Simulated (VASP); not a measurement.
# WC (P1) in VASP: notebook

The runs below take WC through single point, with PBE.

All numbers are computed with VASP 6.6.1; they aren't measurements. Logs are shortened: lines on timing, memory, paths and dates and some standing lists are left out, and cuts for length are marked.

### Step 1. The cell of the first run

The typed cell holds 16 atoms: a = 6.078 Å, b = 5.263 Å, c = 5.928 Å, α = 90.00°, β = 90.00°, γ = 90.00°.

### Step 2. Single point, PBE

INCAR

```
SYSTEM = WC
PREC = Accurate
ENCUT = 520
EDIFF = 1E-6
ISMEAR = -1
SIGMA = 0.36
LREAL = Auto
LASPH = .True.
NELM = 100
ALGO = Normal
ISIF = 2
LWAVE = .False.
LCHARG = .False.
GGA = PE
NBANDS = 86
```

KPOINTS

```
regular mesh
0
Gamma
  2 2 2
  0 0 0
```

POSCAR

```
WC
1.0
   -3.0388240000     -5.2633970000      0.0000000000
    4.5582350000     -2.6316980000      0.0000000000
    0.0000000000      0.0000000000      5.9278270000
W C
8 8
Direct
    0.7299310369      0.4856116355      0.0116231462
    0.7551098747      0.5055127719      0.5198869670
    0.5010769439      0.0274853409      0.0005735660
    0.4873496084     -0.0004234783      0.4946331936
    0.2260743148      0.5216712288     -0.0120954947
    0.2436248989      0.5144607923      0.5089217347
   -0.0048824349      0.0139446825      0.0088902729
    0.0030152303      0.0045330603      0.5180313123
    0.5214569516      0.6805739281      0.2754635046
    0.4836390629      0.6755013710      0.7638380810
    0.2190421328      0.1579186879      0.2616979207
    0.2201365982      0.2001117489      0.7637706026
    0.0126505709      0.6686234603      0.2570587839
   -0.0193192814      0.6564146219      0.7367455224
    0.7552791524      0.1562360025      0.2859226492
    0.7473185186      0.1851526852      0.7590639875
```

Potentials or basis: VASP PAW PBE potentials, release 64 (W_sv, C).

On the command line:

```sh
cat potpaw_PBE.64/W_sv/POTCAR potpaw_PBE.64/C/POTCAR > POTCAR
mpirun -np 1 vasp_std > vasp.out
```

OUTCAR:

```text
SYSTEM = WC
   PREC = Accurate
   ENCUT = 520
   EDIFF = 1E-6
   ISMEAR = -1
   LREAL = Auto
   LASPH = .True.
   NELM = 100
   ISIF = 2
   GGA = PE

 ion  position               nearest neighbor table
   1  0.730  0.486  0.012-  16 2.18   9 2.26  10 2.32  15 2.38  14 2.41  13 2.45   3 2.78   2 2.92
                             7 2.96   2 3.02   5 3.02   5 3.07   3 3.17   7 3.21
   2  0.755  0.506  0.520-  14 2.04  16 2.20   9 2.23  15 2.30  10 2.37  13 2.37   1 2.92   6 2.97
                             1 3.02   8 3.03   8 3.04   4 3.07   6 3.11   4 3.12
   3  0.501  0.027  0.001-  16 2.23  10 2.33  15 2.39  12 2.39  11 2.41   9 2.45   1 2.78   4 2.93
                             7 3.00   4 3.00   7 3.08   5 3.09   5 3.14   1 3.17
   4  0.487  1.000  0.495-   9 2.13  15 2.21  11 2.29  10 2.34  16 2.43  12 2.51   3 2.93   8 2.95
                             6 2.95   3 3.00   2 3.07   6 3.09   2 3.12   8 3.14
   5  0.226  0.522  0.988-  12 2.15  13 2.20  10 2.21  14 2.22  11 2.51   9 2.61   6 2.84   7 2.95
                             7 3.02   1 3.02   1 3.07   6 3.09   3 3.09   3 3.14
   6  0.244  0.514  0.509-  13 2.20  14 2.22  12 2.25  10 2.26   9 2.35  11 2.39   5 2.84   4 2.95
                             8 2.97   2 2.97   8 3.06   4 3.09   5 3.09   2 3.11
   7  0.995  0.014  0.009-  11 2.16  12 2.22  16 2.30  15 2.32  13 2.34  14 2.48   8 2.91   5 2.95
                             1 2.96   3 3.00   8 3.02   5 3.02   3 3.08   1 3.21
   8  0.003  0.005  0.518-  11 2.16  15 2.19  12 2.22  14 2.25  16 2.32  13 2.35   7 2.91   4 2.95
                             6 2.97   7 3.02   2 3.03   2 3.04   6 3.06   4 3.14
   9  0.521  0.681  0.275-   4 2.13   2 2.23   1 2.26   6 2.35   3 2.45   5 2.61
  10  0.484  0.676  0.764-   5 2.21   6 2.26   1 2.32   3 2.33   4 2.34   2 2.37
  11  0.219  0.158  0.262-   7 2.16   8 2.16   4 2.29   6 2.39   3 2.41   5 2.51
  12  0.220  0.200  0.764-   5 2.15   8 2.22   7 2.22   6 2.25   3 2.39   4 2.51
  13  0.013  0.669  0.257-   5 2.20   6 2.20   7 2.34   8 2.35   2 2.37   1 2.45
  14  0.981  0.656  0.737-   2 2.04   6 2.22   5 2.22   8 2.25   1 2.41   7 2.48
  15  0.755  0.156  0.286-   8 2.19   4 2.21   2 2.30   7 2.32   1 2.38   3 2.39
  16  0.747  0.185  0.759-   1 2.18   2 2.20   3 2.23   7 2.30   8 2.32   4 2.43

  LATTYP: Found a simple orthorhombic cell.
 ALAT       =     5.2633963064
 B/A-ratio  =     1.1262361135
 C/A-ratio  =     1.1547007214

  Lattice vectors:

 A1 = (   4.5582350000,  -2.6316980000,   0.0000000000)
 A2 = (   0.0000000000,   0.0000000000,   5.9278270000)
 A3 = (  -3.0388240000,  -5.2633970000,   0.0000000000)

Analysis of symmetry for initial positions (statically):
=====================================================================
 Subroutine PRICEL returns:
 Original cell was already a primitive cell.

 Routine SETGRP: Setting up the symmetry group for a
 simple orthorhombic supercell.

 Subroutine GETGRP returns: Found  1 space group operations
 (whereof  1 operations were pure point group operations)
 out of a pool of  8 trial point group operations.

The static configuration has the point symmetry C_1 .

Analysis of symmetry for dynamics (positions and initial velocities):
=====================================================================
 Subroutine PRICEL returns:
 Original cell was already a primitive cell.

 Routine SETGRP: Setting up the symmetry group for a
 simple orthorhombic supercell.

 Subroutine GETGRP returns: Found  1 space group operations
 (whereof  1 operations were pure point group operations)
 out of a pool of  8 trial point group operations.

The dynamic configuration has the point symmetry C_1 .

 Subroutine INISYM returns: Found  1 space group operations
 (whereof  1 operations are pure point group operations),
 and found     1 'primitive' translations

----------------------------------------------------------------------------------------

                                     Primitive cell

  volume of cell :     189.6257

  direct lattice vectors                    reciprocal lattice vectors
    -3.038824000 -5.263397000  0.000000000    -0.082268669 -0.142493525  0.000000000
     4.558235000 -2.631698000  0.000000000     0.164537369 -0.094995704  0.000000000
     0.000000000  0.000000000  5.927827000     0.000000000  0.000000000  0.168695881

  length of vectors
     6.077647512  5.263396306  5.927827000     0.164537347  0.189991394  0.168695881

  position of ions in fractional coordinates (direct lattice)
     0.729931037  0.485611635  0.011623146
     0.755109875  0.505512772  0.519886967
     0.501076944  0.027485341  0.000573566
     0.487349608  0.999576522  0.494633194
     0.226074315  0.521671229  0.987904505
     0.243624899  0.514460792  0.508921735
[... 8 lines left out ...]
     0.755279152  0.156236003  0.285922649
     0.747318519  0.185152685  0.759063987

  ion indices of the primitive-cell ions
   primitive index   ion index
[... 53 lines left out ...]
   NGXF,Y,Z  is equivalent  to a cutoff of  26.26, 25.27, 26.92 a.u.
 SYSTEM =  WC
   PREC   = accura    normal or accurate (medium, high low for compatibility)
   ISTART =      0    job   : 0-new  1-cont  2-samecut
   ICHARG =      2    charge: 1-file 2-atom 10-const
   ISPIN  =      1    spin polarized calculation?
   LNONCOLLINEAR =      F non collinear calculations
   LSORBIT =      F    spin-orbit coupling
   LASPH  =      T    aspherical Exc in radial PAW
   ENCUT  =  520.0 eV  38.22 Ry    6.18 a.u.  11.30  9.79 11.02*2*pi/ulx,y,z
   NELM   =    100;   NELMIN=  2; NELMDL= -5     # of ELM steps
   EDIFF  = 0.1E-05   stopping-criterion for ELM
   LREAL  =      T    real-space projection
   EDIFFG = 0.1E-04   stopping-criterion for IOM
   NSW    =      0    number of steps for IOM
   IBRION =     -1    ionic relax: 0-MD 1-quasi-New 2-CG
   NFREE  =      0    steps in history (QN), initial steepest desc. (CG)
   ISIF   =      2    stress and relaxation
   ISYM   =      2    0-nonsym 1-usesym 2-fastsym
   POTIM  = 0.5000    time-step for ionic-motion
   TEBEG  =    0.0;   TEEND  =   0.0 temperature during run
   PSTRESS=    0.0 pullay stress
   NELECT =     144.0000    total number of electrons
   NUPDOWN=      -1.0000    fix difference up-down
   EMIN   =  10.00;   EMAX   =-10.00  energy-range for DOS
   EFERMI =   0.00;   METHOD = LEGACY
   ISMEAR =    -1;   SIGMA  =   0.36  broadening in eV -4-tet -1-fermi 0-gaus
   EFERMI_NEDOS =   21; number of points for ismear=-14 and -15
   IALGO  =     38    algorithm
   IMIX   =      4    mixing-type and parameters
     AMIX     =   0.40;   BMIX     =  1.00
     AMIX_MAG =   1.60;   BMIX_MAG =  1.00
  volume/ion in A,a.u.               =      11.85        79.98
  Fermi-wavevector in a.u.,A,eV,Ry     =   1.493585  2.822467 30.351827  2.230796
  Thomas-Fermi vector in A             =   2.605967
   LORBIT       =      0    0 simple, 1 ext, 2 COOP (PROOUT), +10 PAW based schemes
   GGA     = PE    functional components
   LHFCALC =     F    Hartree Fock is set to
   AEXX    =    0.0000 exact exchange contribution
   IVDW    =     0    specifies the selected vdW correction
   LEPSILON=     F    determine dielectric tensor
   LRPA    =     F    only Hartree local field effects (RPA)
 non-spin polarized calculation
  energy-cutoff  :      520.00
  volume of cell :      189.63
 maximum number of plane-waves:      5127
 NGX is ok and might be reduce to    48
   NGX = 23   NGY = 19   NGZ = 23

 number of electron     144.0000007 magnetization

 Free energy of the ion-electron system (eV)
  ---------------------------------------------------
  ext. energy  EPLUGINS =         0.00000000
  ---------------------------------------------------
  free energy    TOTEN  =      -175.54969551 eV

  energy without entropy =     -173.28661888  energy(sigma->0) =     -174.41815719

 E-fermi :   9.6442     XC(G=0): -13.0501

 val. band max:        9.6399257522   @ k =   0.5000  -0.0000   0.5000
 cond. band min:       9.6739444318   @ k =   0.0000   0.0000   0.5000
 fundamental gap:      0.0340186796
 Fermi energy:         9.6442456341

 k-point     1 :       0.0000    0.0000    0.0000
  band No.  band energies     occupation
      1     -64.9851      2.00000
      2     -64.9465      2.00000
      3     -64.9347      2.00000
      4     -64.8789      2.00000
      5     -64.8762      2.00000
      6     -64.8177      2.00000
[... 685 lines left out ...]
     83      12.6679      0.00045
     84      12.7926      0.00032
 [bands above 84 left out]

------------------------ aborting loop because EDIFF is reached ----------------------------------------

  FORCE on cell =-STRESS in cart. coord.  units (eV):
  Direction    XX          YY          ZZ          XY          YZ          ZX
  --------------------------------------------------------------------------------------
  -------------------------------------------------------------------------------------
  Total      -31.0965341    -28.9763658    -37.6499546     -1.7454885     -1.7301268      1.0829484
  in kB     -262.7395608   -244.8259212   -318.1104522    -14.7479096    -14.6181160      9.1500031
  external PRESSURE =    -275.2253114 kB  Pullay stress =       0.0000000 kB

 VOLUME and BASIS-vectors are now :
 -----------------------------------------------------------------------------
  energy-cutoff  :      520.00
  volume of cell :      189.63
      direct lattice vectors                 reciprocal lattice vectors
    -3.038824000 -5.263397000  0.000000000    -0.082268669 -0.142493525  0.000000000
     4.558235000 -2.631698000  0.000000000     0.164537369 -0.094995704  0.000000000
     0.000000000  0.000000000  5.927827000     0.000000000  0.000000000  0.168695881

 POSITION                                       TOTAL-FORCE (eV/Angst)
 -----------------------------------------------------------------------------------
     -0.00460     -5.11990      0.06890         1.754750     -2.127762      0.371661
      0.00960     -5.30480      3.08180         0.553530      1.726599     -1.981866
     -1.39740     -2.70970      0.00340        -1.039539      1.859335      0.737996
      3.07533     -5.19570      2.93210         0.262851     -1.062238      1.359954
      1.69090     -2.56280      5.85613        -1.315425     -0.442428      2.005423
      1.60470     -2.63620      3.01680        -0.688499      0.236811     -1.055981
[... 8 lines left out ...]
     -1.58300     -4.38650      1.69490         1.019105      0.169586     -1.489354
     -1.42700     -4.42070      4.49960        -0.553227      0.936500      0.172805
 -----------------------------------------------------------------------------------
    total drift:                                0.014258     -0.001759      0.012156

  FREE ENERGIE OF THE ION-ELECTRON SYSTEM (eV)
  ---------------------------------------------------
  free  energy   TOTEN  =      -175.5496955082 eV

  energy  without entropy=     -173.2866188793  energy(sigma->0) =     -174.41815719
```

Wall time 5.8 min (1 thread of Intel Xeon Platinum 8259CL at 2.50GHz (Skylake/Cascade Lake), shared host); peak memory 0.33 GiB.

Results:

```yaml
Free_energy: -175.5497 eV
Pressure: -27.5 GPa
Largest_force: 2.783 eV/Å
Band_gap_on_the_k_mesh: zero (bands 72 and 73 overlap by 0.11 eV)
```

Forces on the atoms (eV/Å):
```
W    1.755 -2.128  0.372
W    0.554  1.727 -1.982
W   -1.040  1.859  0.738
W    0.263 -1.062  1.360
W   -1.315 -0.442  2.005
W   -0.688  0.237 -1.056
W   -0.192  0.630  0.367
W    0.584  0.934 -0.955
C    0.162  1.205 -0.812
C    0.185 -0.589 -0.240
C   -0.192 -2.297 -0.251
C   -1.618 -0.284 -0.160
C    0.545  0.799  0.014
C    0.531 -1.694  1.916
C    1.019  0.170 -1.489
C   -0.553  0.936  0.173
```

Stress tensor (GPa, compression positive):
```
-26.27  -1.47   0.92
 -1.47 -24.48  -1.46
  0.92  -1.46 -31.81
```

Caveat: the k points lie up to 0.60 Å⁻¹ apart; so wide a smearing shifts energies and pressures; spin-orbit coupling is left out, which moves the levels of the heavy elements; forces of over 1 eV/Å act on the atoms, so gaps and moduli don't describe the material at rest.

### Step 3. Single point, PBE

INCAR

```
PREC = Accurate
ENCUT = 520
EDIFF = 1E-6
ISMEAR = -1
SIGMA = 0.36
LREAL = Auto
LASPH = True
NELM = 60
ALGO = Normal
ISIF = 2
LWAVE = False
LCHARG = False
GGA = PE
NBANDS = 86
```

KPOINTS

```
regular mesh
0
Gamma
  2 2 2
```

POSCAR

```
WC
1.0
   -3.0388240000     -5.2633970000      0.0000000000
    4.5582350000     -2.6316980000      0.0000000000
    0.0000000000      0.0000000000      5.9278270000
W C
8 8
Direct
    0.7385190035      0.5644573551      0.0194168959
    0.6977695797      0.5199159203      0.5229741016
    0.4731570616      0.0145102292      0.0078443585
    0.4763963253      0.0334525506      0.5161250489
    0.2237371781      0.5249395668      0.0368431805
    0.2224036344      0.5304565258      0.5203255763
   -0.0532914662      0.0414538991      0.0333005670
   -0.0637375923      0.0433090165      0.5073866022
    0.4499000510      0.7156206454      0.2284985712
    0.4611693185      0.6966539446      0.7558756354
    0.2353238448      0.2135492679      0.2469032919
    0.2889779730      0.2479365807      0.7499544099
   -0.0077906725      0.7083280080      0.3250769633
   -0.0328622556      0.6950140546      0.8032116997
    0.7020101067      0.2373912623      0.2608881804
    0.7516700610      0.2591338580      0.7968181258
```

Potentials or basis: VASP PAW PBE potentials, release 64 (W_sv, C).

On the command line:

```sh
cat potpaw_PBE.64/W_sv/POTCAR potpaw_PBE.64/C/POTCAR > POTCAR
mpirun -np 1 vasp_std > vasp.out
```

It took 5.9 min on 1 thread of Intel Xeon Platinum 8259CL at 2.50GHz (Skylake/Cascade Lake), shared host; peak memory 0.33 GiB.

It converged, with:

- Free energy: -172.5379 eV
- Pressure: -19.1 GPa
- Largest force: 3.738 eV/Å
- Band gap on the k mesh: zero (bands 72 and 73 overlap by 0.09 eV)

Forces in eV/Å, atoms in the order of the input:
```
W   -0.297  3.116  1.658
W    0.737 -3.114  0.017
W    3.528 -1.225  0.149
W    1.013  0.738 -1.057
W    1.167  0.022 -3.310
W    0.495 -1.030  0.719
W   -0.331 -1.678 -0.797
W   -1.067 -1.843  1.730
C   -1.290 -0.725  2.954
C    0.360 -1.037  0.436
C   -0.636  1.497  1.313
C   -1.051  2.744  1.344
C    1.129  2.173 -2.752
C    0.707 -1.684 -1.666
C   -2.202  0.272  0.639
C   -2.260  1.776 -1.378
```

Stress tensor (GPa, compression positive):
```
-18.62  -1.36  -2.82
 -1.36 -16.67   1.45
 -2.82   1.45 -21.98
```

Levels at points of the mesh, in eV from the Fermi level:
| k point | band 70 | band 71 | band 72 | band 73 | band 74 | band 75 |
| --- | --- | --- | --- | --- | --- | --- |
| (0.00, 0.00, 0.00) | -0.51 | -0.35 | -0.02 | 0.10 | 0.36 | 0.91 |
| (0.50, 0.00, 0.00) | -0.83 | -0.48 | 0.07 | 0.21 | 0.47 | 0.79 |
| (0.00, 0.50, 0.00) | -0.71 | -0.43 | 0.08 | 0.76 | 0.96 | 1.18 |
| (0.50, 0.50, 0.00) | -1.30 | -1.09 | -0.88 | 0.88 | 0.92 | 1.13 |
| (0.00, 0.00, 0.50) | -0.85 | -0.25 | -0.14 | 0.26 | 0.44 | 0.80 |
| (0.50, 0.00, 0.50) | -0.95 | -0.63 | -0.55 | 0.00 | 0.14 | 0.40 |
| (0.00, 0.50, 0.50) | -0.91 | -0.78 | -0.70 | 0.44 | 0.60 | 0.91 |
| (0.50, 0.50, 0.50) | -1.15 | -1.01 | -0.57 | 0.18 | 0.59 | 0.73 |

Caveat: the k points lie up to 0.60 Å⁻¹ apart; so wide a smearing shifts energies and pressures; spin-orbit coupling is left out, which moves the levels of the heavy elements; forces of over 1 eV/Å act on the atoms, so gaps and moduli don't describe the material at rest.

### Step 4. Single point, PBE

INCAR

```
ALGO = Normal ; EDIFF = 1E-6
ENCUT = 520 ; GGA = PE
ISIF = 2 ; ISMEAR = -1
LASPH = T ; LCHARG = T
LELF = T ; LREAL = Auto
LVHAR = T ; LWAVE = F
NBANDS = 86 ; NELM = 100
PREC = Accurate ; SIGMA = 0.36
```

KPOINTS

```
k-points
0
Gamma
  2 2 2
```

POSCAR

```
WC
1.0
   -3.0388240000     -5.2633970000      0.0000000000
    4.5582350000     -2.6316980000      0.0000000000
    0.0000000000      0.0000000000      5.9278270000
W C
8 8
Direct
    0.7362403932      0.5721304357     -0.0182360248
    0.7282545394      0.6208186661      0.5094446920
    0.4906827289      0.0635110855      0.0677651355
    0.4597333849      0.0893874150      0.5400629944
    0.2526037564      0.6089019889      0.0350550041
    0.2059588652      0.5705657437      0.5343779432
   -0.0800082821      0.1277180558      0.0360503098
   -0.0032926167      0.0488773214      0.5510113571
    0.5029893004      0.7371923470      0.3055419802
    0.4907079277      0.7608811366      0.7931068164
    0.2047886481      0.2601043296      0.3120536412
    0.2366223770      0.2769172187      0.8727650115
   -0.0444403726      0.7760796732      0.2585264381
    0.0162162925      0.7002882605      0.7789026232
    0.7261603698      0.1890147304      0.3386907209
    0.7216669114      0.2926173685      0.7669589548
```

On the command line:

```sh
cat potpaw_PBE.64/W_sv/POTCAR potpaw_PBE.64/C/POTCAR > POTCAR
mpirun -np 1 vasp_std > vasp.out
```

It took 5.3 min on 1 thread of Intel Xeon Platinum 8259CL at 2.50GHz (Skylake/Cascade Lake), shared host; peak memory 0.33 GiB.

The run converged. Its results:

| Quantity | Value |
| --- | --- |
| Free energy | -169.6053 eV |
| Pressure | -13.0 GPa |
| Largest force | 6.430 eV/Å |
| Band gap on the k mesh | zero (bands 72 and 73 overlap by 0.22 eV) |

Forces on the atoms (eV/Å):
```
W    3.945 -2.439  4.453
W   -3.982  0.986  2.081
W    2.579  0.416 -1.891
W   -0.831 -0.951  1.447
W   -0.224  2.135  1.453
W   -1.557 -3.220 -0.766
W   -5.046 -2.768  1.568
W    3.543  0.168 -0.984
C    2.944  2.439 -2.460
C    0.798  0.275 -0.531
C   -1.099 -0.103 -0.293
C   -1.942  1.200 -3.213
C   -1.633 -0.398  0.898
C    3.650  1.287  0.538
C    1.611 -0.691 -1.202
C   -2.756  1.665 -1.096
```

Stress tensor (GPa, compression positive):
```
 -8.68  -0.44   3.06
 -0.44 -13.38  -1.06
  3.06  -1.06 -17.05
```

Levels at points of the mesh, in eV from the Fermi level:
| k point | band 69 | band 70 | band 71 | band 72 | band 73 | band 74 | band 75 | band 76 |
| --- | --- | --- | --- | --- | --- | --- | --- | --- |
| (0.00, 0.00, 0.00) | -0.91 | -0.46 | -0.36 | 0.01 | 0.23 | 0.35 | 0.85 | 1.21 |
| (0.50, 0.00, 0.00) | -1.00 | -0.87 | -0.46 | -0.21 | 0.04 | 0.28 | 0.51 | 0.65 |
| (0.00, 0.50, 0.00) | -0.89 | -0.74 | -0.38 | -0.15 | 0.75 | 0.99 | 1.06 | 1.35 |
| (0.50, 0.50, 0.00) | -1.36 | -1.23 | -0.97 | -0.09 | 0.47 | 0.63 | 0.88 | 0.98 |
| (0.00, 0.00, 0.50) | -0.76 | -0.74 | -0.15 | 0.05 | 0.25 | 0.55 | 0.81 | 0.86 |
| (0.50, 0.00, 0.50) | -0.92 | -0.81 | -0.59 | -0.35 | -0.18 | -0.07 | 0.34 | 0.68 |
| (0.00, 0.50, 0.50) | -1.08 | -0.92 | -0.65 | -0.47 | 0.45 | 0.52 | 0.92 | 1.09 |
| (0.50, 0.50, 0.50) | -1.23 | -1.17 | -0.67 | -0.32 | 0.18 | 0.52 | 1.07 | 1.24 |

Caveat: the k points lie up to 0.60 Å⁻¹ apart; so wide a smearing shifts energies and pressures; spin-orbit coupling is left out, which moves the levels of the heavy elements; forces of over 1 eV/Å act on the atoms, so gaps and moduli don't describe the material at rest.

### Step 5. Summary

| cell | gap on the mesh (eV) | pressure (GPa) | largest force (eV/Å) |
| --- | --- | --- | --- |
| as given, atomic positions A | none | -27.5 | 2.78 |
| as given, atomic positions B | none | -19.1 | 3.74 |
| as given, atomic positions C | none | -13.0 | 6.43 |

Alike in all rows: task single point; level PBE; potentials or basis VASP PAW PBE potentials, release 64 (W_sv, C); no spin polarisation; k mesh 2 × 2 × 2; cutoff (eV) 520; smearing fermi-dirac 0.36 eV.

Caveats: all runs use coarse meshes; so wide a smearing shifts energies and pressures; spin-orbit coupling is left out, which moves the levels of the heavy elements; forces of over 1 eV/Å act on the atoms, so gaps and moduli don't describe the material at rest.

Total energies depend on the potentials used, so only differences within one code and one set of settings carry meaning.
